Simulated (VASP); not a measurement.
# MgO (I4mm) in VASP: single point with PBEsol

Aim: the single point of MgO with PBEsol.

Everything below comes from runs of VASP 6.6.1. Logs are shortened: lines on timing, memory, paths and dates and some standing lists are left out, and cuts for length are marked.

### Step 1. The cell of the first run

Symmetry: I4mm, No. 107, tetragonal system. The conventional cell has a = 3.020 Å, b = 3.020 Å, c = 4.270 Å, α = 90.00°, β = 90.00°, γ = 90.00°. Within 2.7 Å of Mg (site symmetry 4mm) lie 6 O at 2.04 to 2.24 Å. Within 2.7 Å of O (site symmetry 4mm) lie 6 Mg at 2.04 to 2.24 Å.

### Step 2. Single point, PBEsol (atom 2 (O) moved by (-0.100, +0.000) A along x and z)

Input file INCAR:

```
SYSTEM = MgO
PREC = Accurate
ENCUT = 600
EDIFF = 1E-6
ISMEAR = 0
SIGMA = 0.05
LREAL = .FALSE.
LASPH = .TRUE.
NELM = 120
ALGO = Normal
ISIF = 2
LWAVE = .FALSE.
LCHARG = .FALSE.
GGA = PS
NBANDS = 11
GGA_COMPAT = .FALSE.
```

Input file KPOINTS:

```
Automatic mesh
0
G
  10 10 10
  0 0 0
```

Input file POSCAR:

```
MgO
1.0
    0.0000000000      2.1351500000      2.1351500000
    2.1351500000      0.0000000000      2.1351500000
    2.1351500000      2.1351500000      0.0000000000
Mg O
1 1
Direct
    0.0000000000      0.0000000000      0.0000000000
    0.5234175585      0.4765824415      0.4765824415
```

Potentials or basis: VASP PAW PBE potentials, release 64 (Mg, O).

Command:

```console
$ cat potpaw_PBE.64/Mg/POTCAR potpaw_PBE.64/O/POTCAR > POTCAR
$ mpirun -np 1 vasp_std > vasp.out
```

OUTCAR:

```text
SYSTEM = MgO
   PREC = Accurate
   ENCUT = 600
   EDIFF = 1E-6
   ISMEAR = 0
   LREAL = .FALSE.
   LASPH = .TRUE.
   NELM = 120
   ISIF = 2
   GGA = PS

 ion  position               nearest neighbor table
   1  0.000  0.000  0.000-   2 2.04   2 2.14   2 2.14   2 2.14   2 2.14   2 2.24
   2  0.523  0.477  0.477-   1 2.04   1 2.14   1 2.14   1 2.14   1 2.14   1 2.24

  LATTYP: Found a face centered cubic cell.
 ALAT       =     4.2703000000

  Lattice vectors:

 A1 = (   0.0000000000,   2.1351500000,   2.1351500000)
 A2 = (   2.1351500000,   0.0000000000,   2.1351500000)
 A3 = (   2.1351500000,   2.1351500000,   0.0000000000)

Analysis of symmetry for initial positions (statically):
=====================================================================
 Subroutine PRICEL returns:
 Original cell was already a primitive cell.

 Routine SETGRP: Setting up the symmetry group for a
 face centered cubic supercell.

 Subroutine GETGRP returns: Found  8 space group operations
 (whereof  8 operations were pure point group operations)
 out of a pool of 48 trial point group operations.

The static configuration has the point symmetry C_4v.

Analysis of symmetry for dynamics (positions and initial velocities):
=====================================================================
 Subroutine PRICEL returns:
 Original cell was already a primitive cell.

 Routine SETGRP: Setting up the symmetry group for a
 face centered cubic supercell.

 Subroutine GETGRP returns: Found  8 space group operations
 (whereof  8 operations were pure point group operations)
 out of a pool of 48 trial point group operations.

The dynamic configuration has the point symmetry C_4v.

 Subroutine INISYM returns: Found  8 space group operations
 (whereof  8 operations are pure point group operations),
 and found     1 'primitive' translations

----------------------------------------------------------------------------------------

                                     Primitive cell

  volume of cell :      19.4677

  direct lattice vectors                    reciprocal lattice vectors
     0.000000000  2.135150000  2.135150000    -0.234175585  0.234175585  0.234175585
     2.135150000  0.000000000  2.135150000     0.234175585 -0.234175585  0.234175585
     2.135150000  2.135150000  0.000000000     0.234175585  0.234175585 -0.234175585

  length of vectors
     3.019558088  3.019558088  3.019558088     0.405604011  0.405604011  0.405604011

  position of ions in fractional coordinates (direct lattice)
     0.000000000  0.000000000  0.000000000
     0.523417559  0.476582441  0.476582441

  ion indices of the primitive-cell ions
   primitive index   ion index
                 1           1
                 2           2

----------------------------------------------------------------------------------------

 KPOINTS: Automatic mesh

Automatic generation of k-mesh.
 Grid dimensions read from file:
 generate k-points for:   10   10   10

 Generating k-lattice:

  Cartesian coordinates                     Fractional coordinates (reciprocal lattice)
    -0.023417558  0.023417558  0.023417558     0.100000000  0.000000000  0.000000000
     0.023417558 -0.023417558  0.023417558     0.000000000  0.100000000  0.000000000
     0.023417558  0.023417558 -0.023417558     0.000000000  0.000000000  0.100000000

  Length of vectors
     0.040560401  0.040560401  0.040560401

  Shift w.r.t. Gamma in fractional coordinates (k-lattice)
     0.000000000  0.000000000  0.000000000

 Subroutine IBZKPT returns following result:
 ===========================================

 Found    102 irreducible k-points:

 Following reciprocal coordinates:
            Coordinates               Weight
  0.000000  0.000000  0.000000      1.000000
  0.100000  0.000000  0.000000      8.000000
  0.200000  0.000000  0.000000      8.000000
  0.300000  0.000000  0.000000      8.000000
  0.400000  0.000000  0.000000      8.000000
  0.500000  0.000000  0.000000      4.000000
[... 16 lines left out ...]
 -0.100000  0.100000  0.000000      8.000000
  0.000000 -0.100000  0.100000      4.000000
 [... further k-points ...]
   k-points           NKPTS =    102   k-points in BZ     NKDIM =    102   number of bands    NBANDS=     11
   number of dos      NEDOS =    301   number of ions     NIONS =      2
   total plane-waves  NPLWV =  13824
   dimension x,y,z NGX =    24 NGY =   24 NGZ =   24
   dimension x,y,z NGXF=    48 NGYF=   48 NGZF=   48
   ions per type =               1   1
   NGX,Y,Z   is equivalent  to a cutoff of  13.21, 13.21, 13.21 a.u.
   NGXF,Y,Z  is equivalent  to a cutoff of  26.43, 26.43, 26.43 a.u.
 SYSTEM =  MgO
   PREC   = accura    normal or accurate (medium, high low for compatibility)
   ISTART =      0    job   : 0-new  1-cont  2-samecut
   ICHARG =      2    charge: 1-file 2-atom 10-const
   ISPIN  =      1    spin polarized calculation?
   LNONCOLLINEAR =      F non collinear calculations
   LSORBIT =      F    spin-orbit coupling
   LASPH  =      T    aspherical Exc in radial PAW
   ENCUT  =  600.0 eV  44.10 Ry    6.64 a.u.   6.03  6.03  6.03*2*pi/ulx,y,z
   NELM   =    120;   NELMIN=  2; NELMDL= -5     # of ELM steps
   EDIFF  = 0.1E-05   stopping-criterion for ELM
   LREAL  =      F    real-space projection
   EDIFFG = 0.1E-04   stopping-criterion for IOM
   NSW    =      0    number of steps for IOM
   IBRION =     -1    ionic relax: 0-MD 1-quasi-New 2-CG
   NFREE  =      0    steps in history (QN), initial steepest desc. (CG)
   ISIF   =      2    stress and relaxation
   ISYM   =      2    0-nonsym 1-usesym 2-fastsym
   POTIM  = 0.5000    time-step for ionic-motion
   TEBEG  =    0.0;   TEEND  =   0.0 temperature during run
   PSTRESS=    0.0 pullay stress
   NELECT =       8.0000    total number of electrons
   NUPDOWN=      -1.0000    fix difference up-down
   EMIN   =  10.00;   EMAX   =-10.00  energy-range for DOS
   EFERMI =   0.00;   METHOD = LEGACY
   ISMEAR =     0;   SIGMA  =   0.05  broadening in eV -4-tet -1-fermi 0-gaus
   EFERMI_NEDOS =   21; number of points for ismear=-14 and -15
   IALGO  =     38    algorithm
   IMIX   =      4    mixing-type and parameters
     AMIX     =   0.40;   BMIX     =  1.00
     AMIX_MAG =   1.60;   BMIX_MAG =  1.00
  volume/ion in A,a.u.               =       9.73        65.69
  Fermi-wavevector in a.u.,A,eV,Ry     =   1.217119  2.300022 20.155386  1.481379
  Thomas-Fermi vector in A             =   2.352450
   LORBIT       =      0    0 simple, 1 ext, 2 COOP (PROOUT), +10 PAW based schemes
   GGA     = PS    functional components
   LHFCALC =     F    Hartree Fock is set to
   AEXX    =    0.0000 exact exchange contribution
   IVDW    =     0    specifies the selected vdW correction
   LEPSILON=     F    determine dielectric tensor
   LRPA    =     F    only Hartree local field effects (RPA)
 non-spin polarized calculation
 Gauss-broadening in eV      SIGMA  =   0.05
  energy-cutoff  :      600.00
  volume of cell :       19.47
 maximum number of plane-waves:       666
   NGX = 13   NGY = 13   NGZ = 13

 number of electron       8.0000002 magnetization

 Free energy of the ion-electron system (eV)
  ---------------------------------------------------
  ext. energy  EPLUGINS =         0.00000000
  ---------------------------------------------------
  free energy    TOTEN  =       -12.47667167 eV

  energy without entropy =      -12.47667167  energy(sigma->0) =      -12.47667167

 E-fermi :   3.0157     XC(G=0): -11.1087

 val. band max:        2.7546912775   @ k =   0.0000   0.0000   0.0000
 cond. band min:       7.0013801647   @ k =   0.0000   0.0000   0.0000
 fundamental gap:      4.2466888872
 Fermi energy:         3.0157000237

 k-point     1 :       0.0000    0.0000    0.0000
  band No.  band energies     occupation
      1     -14.2386      2.00000
      2       2.7406      2.00000
      3       2.7547      2.00000
      4       2.7547      2.00000
      5       7.0014      0.00000
      6      18.1845      0.00000
      7      18.2045      0.00000
      8      18.2045      0.00000
      9      21.8824      0.00000
     10      23.7465      0.00000
     11      23.7676      0.00000

 k-point     2 :       0.1000    0.0000    0.0000
  band No.  band energies     occupation
      1     -14.1386      2.00000
      2       2.0927      2.00000
      3       2.6861      2.00000
      4       2.6918      2.00000
      5       7.6398      0.00000
      6      16.9271      0.00000
      7      18.4189      0.00000
      8      18.4264      0.00000
      9      22.9571      0.00000
     10      22.9779      0.00000
     11      23.5137      0.00000

 k-point     3 :       0.2000    0.0000    0.0000
  band No.  band energies     occupation
      1     -13.8643      2.00000
      2       0.8004      2.00000
      3       2.5264      2.00000
      4       2.5321      2.00000
      5       8.8369      0.00000
      6      15.3963      0.00000
      7      18.8380      0.00000
      8      18.8504      0.00000
      9      22.2611      0.00000
     10      22.3046      0.00000
     11      24.2512      0.00000

 k-point     4 :       0.3000    0.0000    0.0000
  band No.  band energies     occupation
      1     -13.4950      2.00000
      2      -0.4731      2.00000
      3       2.3384      2.00000
      4       2.3441      2.00000
      5       9.7920      0.00000
      6      14.6432      0.00000
      7      18.8879      0.00000
      8      18.8893      0.00000
      9      22.7182      0.00000
     10      22.7402      0.00000
     11      23.6563      0.00000

 k-point     5 :       0.4000    0.0000    0.0000
  band No.  band energies     occupation
      1     -13.1656      2.00000
      2      -1.3968      2.00000
      3       2.1931      2.00000
      4       2.1989      2.00000
      5      10.1884      0.00000
      6      14.6376      0.00000
      7      18.6373      0.00000
      8      18.6634      0.00000
      9      23.0711      0.00000
     10      23.9340      0.00000
     11      23.9899      0.00000
[... 211 lines left out ...]
 k-point    21 :      -0.2000    0.1000    0.0000
  band No.  band energies     occupation
      1     -13.6763      2.00000
      2       0.2838      2.00000
      3       2.1178      2.00000
      4       2.4916      2.00000
      5       9.5790      0.00000
      6      14.8128      0.00000
      7      18.2944      0.00000
      8      19.4341      0.00000
      9      21.0710      0.00000
     10      23.1299      0.00000
     11      25.2424      0.00000

 k-point    22 :       0.0000   -0.2000    0.1000
  band No.  band energies     occupation
      1     -13.6765      2.00000
      2       0.2798      2.00000
      3       2.1179      2.00000
      4       2.4967      2.00000
      5       9.5892      0.00000
      6      14.7953      0.00000
      7      18.3340      0.00000
      8      19.3869      0.00000
      9      21.0185      0.00000
     10      23.1387      0.00000
     11      25.3432      0.00000

 k-point    23 :      -0.1000    0.1000    0.0000
  band No.  band energies     occupation
      1     -13.9813      2.00000
      2       1.3856      2.00000
      3       2.4337      2.00000
      4       2.6432      2.00000
      5       8.4362      0.00000
      6      15.8635      0.00000
      7      18.4981      0.00000
      8      18.8514      0.00000
      9      21.6478      0.00000
     10      23.0648      0.00000
     11      24.8982      0.00000

 k-point    24 :       0.0000   -0.1000    0.1000
  band No.  band energies     occupation
      1     -13.9813      2.00000
      2       1.3830      2.00000
      3       2.4306      2.00000
      4       2.6480      2.00000
      5       8.4436      0.00000
      6      15.8535      0.00000
      7      18.5105      0.00000
      8      18.8418      0.00000
      9      21.5921      0.00000
     10      23.0685      0.00000
     11      24.9747      0.00000

 [... further k-points ...]
[... 5 lines left out ...]
  --------------------------------------------------------------------------------------
  -------------------------------------------------------------------------------------
  Total       -0.4397736     -0.8113289     -0.8113289     -0.0000000      0.0000000      0.0000000
  in kB      -36.1930001    -66.7716887    -66.7716887     -0.0000000      0.0000000      0.0000000
  external PRESSURE =     -56.5787925 kB  Pullay stress =       0.0000000 kB

 VOLUME and BASIS-vectors are now :
 -----------------------------------------------------------------------------
  energy-cutoff  :      600.00
  volume of cell :       19.47
      direct lattice vectors                 reciprocal lattice vectors
     0.000000000  2.135150000  2.135150000    -0.234175585  0.234175585  0.234175585
     2.135150000  0.000000000  2.135150000     0.234175585 -0.234175585  0.234175585
     2.135150000  2.135150000  0.000000000     0.234175585  0.234175585 -0.234175585

 POSITION                                       TOTAL-FORCE (eV/Angst)
 -----------------------------------------------------------------------------------
      0.00000      0.00000      0.00000        -0.474671      0.000000      0.000000
      2.03515      2.13515      2.13515         0.474671      0.000000      0.000000
 -----------------------------------------------------------------------------------
    total drift:                                0.000584      0.000000      0.000000

  FREE ENERGIE OF THE ION-ELECTRON SYSTEM (eV)
  ---------------------------------------------------
  free  energy   TOTEN  =       -12.4766716655 eV

  energy  without entropy=      -12.4766716655  energy(sigma->0) =      -12.47667167
```

It took 24 s on 1 thread of AMD EPYC 7R43 (Zen 3), shared host; peak memory 0.12 GiB.

Results:

- Free energy: -12.4767 eV
- Pressure: -5.7 GPa
- Largest force: 0.475 eV/Å
- Band gap on the k mesh: 4.25 eV, direct

Forces in eV/Å, atoms in the order of the input:
```
Mg  -0.475  0.000  0.000
O    0.475  0.000  0.000
```

Levels at points of the mesh, in eV from the valence-band top:
```tsv
k point	band 1	band 2	band 3	band 4	band 5	band 6	band 7	band 8	band 9
(0.00, 0.00, 0.00)	-16.99	-0.01	0.00	0.00	4.25	15.43	15.45	15.45	19.13
(0.50, 0.00, 0.00)	-15.79	-4.49	-0.62	-0.61	7.50	12.01	15.76	15.80	20.14
(0.50, 0.50, 0.00)	-15.53	-3.97	-1.31	-1.31	8.91	9.40	12.55	18.22	18.31
(0.00, 0.50, 0.50)	-15.54	-3.96	-1.30	-1.30	8.89	9.38	12.56	18.24	18.24
```

Caveat: the cell differs from its parent crystal (atom 2 (O) moved by (-0.100, +0.000) A along x and z); the PAW data sets were made with another functional, which shifts forces and pressure a little.
